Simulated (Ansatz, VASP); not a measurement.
# Two plane-wave programs on SiGe

The input POSCAR:

```
SiGe
1.0
    4.0996738635      0.0000000000      0.0000000000
   -2.0498369318      3.5504217130      0.0000000000
    0.0000000000      0.0000000000      6.4507830000
Si Ge
2 2
Direct
    0.6666666667      0.3333333333      0.8746070000
    0.3333333333      0.6666666667      0.3746070000
    0.6666666667      0.3333333333      0.5003920000
    0.3333333333      0.6666666667      0.0003920000
```

File INCAR.step1:

```
SYSTEM = SiGe
ALGO     = Normal         ! electronic algorithm
EDIFF    = 1E-4           ! SCF threshold, eV
ENCUT    = 520            ! plane-wave cutoff, eV
GGA      = PE             ! functional
ISMEAR   = 0              ! smearing method
LASPH    = .TRUE.         ! aspherical terms in the spheres
LCHARG   = .FALSE.        ! write CHGCAR
LREAL    = .FALSE.        ! projectors in reciprocal space
LWAVE    = .TRUE.         ! write WAVECAR
NBANDS   = 26             ! bands
NELM     = 60             ! most SCF steps
PREC     = Accurate       ! precision mode
SIGMA    = 0.05           ! smearing width, eV
```

INCAR.step2

```
SYSTEM = SiGe
ALGO     = Normal         ! electronic algorithm
EDIFF    = 1E-7           ! SCF threshold, eV
ENCUT    = 520            ! plane-wave cutoff, eV
ISIF     = 2              ! what is computed and relaxed
ISMEAR   = 0              ! smearing method
ISTART   = 1            
LASPH    = .TRUE.         ! aspherical terms in the spheres
LCHARG   = .FALSE.        ! write CHGCAR
LMIXTAU  = .TRUE.       
LREAL    = .FALSE.        ! projectors in reciprocal space
LWAVE    = .FALSE.        ! write WAVECAR
METAGGA  = R2SCAN         ! meta-GGA
NBANDS   = 26             ! bands
NELM     = 60             ! most SCF steps
PREC     = Accurate       ! precision mode
SIGMA    = 0.05           ! smearing width, eV
```

File KPOINTS:

```
k-points
0
G
  12 12 4
  0 0 0
```

Input for Ansatz:

```yaml
crystal:
  lattice:
    - [4.0996738635, 0.0, 0.0]
    - [-2.0498369318, 3.550421713, 0.0]
    - [0.0, 0.0, 6.450783]
  atoms:
    - { symbol: Si, position: [0.6666666667, 0.3333333333, 0.874607] }
    - { symbol: Si, position: [0.3333333333, 0.6666666667, 0.374607] }
    - { symbol: Ge, position: [0.6666666667, 0.3333333333, 0.500392] }
    - { symbol: Ge, position: [0.3333333333, 0.6666666667, 0.000392] }
basis:
  ecutwfc: 500
kpoints:
  mp_grid: { grid: [12, 12, 4] }
hamiltonian:
  xc: r2scan
scf:
  occupations: { method: gaussian, width: 0.05 }
output:
  forces: true
  stress: true
  eigenvalues: true
  write_density: true
  write_potential: true
  elf: true
  volumetric_format: npy
```

Change from the starting cell: strain +0.050 along x and y, +0.000 along z, atoms carried along.

Alike in both runs: task single point; functional r2SCAN; k mesh 12 × 12 × 4; occupations gaussian, width 0.05 eV; no spin polarisation.

|  | VASP | Ansatz |
| --- | --- | --- |
| version | VASP 6.6.1 | Ansatz 0.2.0 |
| potentials or method | VASP PAW PBE potentials, release 64 (Si, Ge_d), cutoff 520 eV | scalar-relativistic, plane waves, PAW |
| valence electrons in the cell | 36 | 36 |

```tsv
	VASP	Ansatz	Ansatz less VASP
gap on the k mesh at the Fermi level (eV)	none	none	-
pressure (GPa)	-6.3	-6.3	+0.04
traceless stress, the component that is largest in VASP (GPa)	5.59	5.58	-0.017
rms of the force components (eV/Å)	0.213	0.214	+0.0007
```

VASP's potentials were made for PBE, not for r2SCAN. Atom by atom the forces differ by 0.001 eV/Å (rms over components). A gap of «none» marks a metal or a gap that the smearing closes. The functional is the same, so the differences come from potentials, cutoffs and numerics.
